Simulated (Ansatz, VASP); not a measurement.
WC in VASP and in Ansatz

```
CELL_PARAMETERS angstrom
2.90650 0.00000 0.00000
-1.45325 2.51710 0.00000
0.00000 0.00000 2.83660
ATOMIC_POSITIONS crystal
W 0.00000 0.00000 0.00000
C 0.66667 0.33333 0.50000
```

Alike in both runs: functional PBEsol; k mesh 8 × 8 × 7; occupations fermi-dirac, width 0.05 eV; non-collinear spin, spin-orbit coupling.

```csv
,VASP,Ansatz
version,VASP 6.6.1,Ansatz 0.2.0
potentials or method,"VASP PAW PBE potentials, release 64 (W_sv, C), cutoff 520 eV","all-electron LAPW, relativistic spinors"
task,single point,band structure
```

VASP gave:

| Property | Result |
| --- | --- |
| pressure (GPa) | -1.7 |
| traceless stress, the component that is largest in VASP (GPa) | -1.17 |
| net moment per atom (μB) | 0.00 |

**Question.** Which values does Ansatz return?

**Answer.** Pressure (GPa): -3.8; traceless stress, the component that is largest in VASP (GPa): -1.25; net moment per atom (μB): 0.00.

VASP's potentials were made for PBE, not for PBEsol. Ansatz ran all-electron here, and VASP with PAW potentials.

Noted on Ansatz's run: the k mesh is thin for a metal, which can move the energy by tens of meV per atom.
